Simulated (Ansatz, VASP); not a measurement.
# Cd4S in VASP and in Ansatz

The input INCAR:

```
SYSTEM = Cd4S
PREC     = Accurate       ! precision mode
ENCUT    = 520            ! plane-wave cutoff, eV
EDIFF    = 1E-6           ! SCF threshold, eV
ISMEAR   = 0              ! smearing method
SIGMA    = 0.1            ! smearing width, eV
LREAL    = .False.        ! projectors in reciprocal space
LASPH    = .True.         ! aspherical terms in the spheres
NELM     = 60             ! most SCF steps
ALGO     = Normal         ! electronic algorithm
ISIF     = 2              ! what is computed and relaxed
LWAVE    = .False.        ! write WAVECAR
LCHARG   = .False.        ! write CHGCAR
GGA      = PE             ! functional
NBANDS   = 35             ! bands
```

Contents of KPOINTS:

```
Automatic mesh
0
Gamma
  4 4 4
  0 0 0
```

POSCAR

```
Cd4S
1.0
    4.5513015600      0.0000000000      0.0000000000
    0.0000000000      4.5513015600      0.0000000000
    0.0000000000      0.0000000000      7.0330996800
Cd S
4 1
Direct
    0.0000000000      0.5000000000      0.5000000000
    0.5000000000      0.0000000000      0.5000000000
    0.0000000000      0.0000000000      0.2771966400
    0.0000000000      0.0000000000      0.7228033600
    0.5000000000      0.5000000000      0.5000000000
```

Input for Ansatz:

```yaml
crystal:
  lattice:
    - [4.55130156, 0.0, 0.0]
    - [0.0, 4.55130156, 0.0]
    - [0.0, 0.0, 7.03309968]
  atoms:
    - { symbol: Cd, position: [0.0, 0.5, 0.5] }
    - { symbol: Cd, position: [0.5, 0.0, 0.5] }
    - { symbol: Cd, position: [0.0, 0.0, 0.27719664] }
    - { symbol: Cd, position: [0.0, 0.0, 0.72280336] }
    - { symbol: S, position: [0.5, 0.5, 0.5] }
basis:
  ecutwfc: 420
kpoints:
  mp_grid: { grid: [4, 4, 4] }
hamiltonian:
  xc: pbe
scf:
  occupations: { method: gaussian, width: 0.1 }
  lower_state_search: "off"
output:
  forces: true
  stress: true
  eigenvalues: true
```

Alike in both runs: task single point; functional PBE; k mesh 4 × 4 × 4; occupations gaussian, width 0.1 eV; no spin polarisation.

|  | VASP | Ansatz |
| --- | --- | --- |
| version | VASP 6.6.1 | Ansatz 0.2.0 |
| potentials or method | VASP PAW PBE potentials, release 64 (Cd, S), cutoff 520 eV | scalar-relativistic, plane waves, PAW |
| valence electrons in the cell | 54 | 86 |

|  | VASP | Ansatz | Ansatz less VASP |
| --- | --- | --- | --- |
| gap on the k mesh at the Fermi level (eV) | none | none | - |
| pressure (GPa) | 20.6 | 19.9 | -0.74 |
| traceless stress, the component that is largest in VASP (GPa) | -14.07 | -13.63 | +0.441 |
| rms of the force components (eV/Å) | 0.946 | 0.914 | -0.0317 |

Atom by atom the forces differ by 0.032 eV/Å (rms over components). A gap of «none» marks a metal or a gap that the smearing closes. VASP's potentials hold 54 valence electrons a cell and Ansatz's 86, so a difference there can come from the potentials and not from the codes.
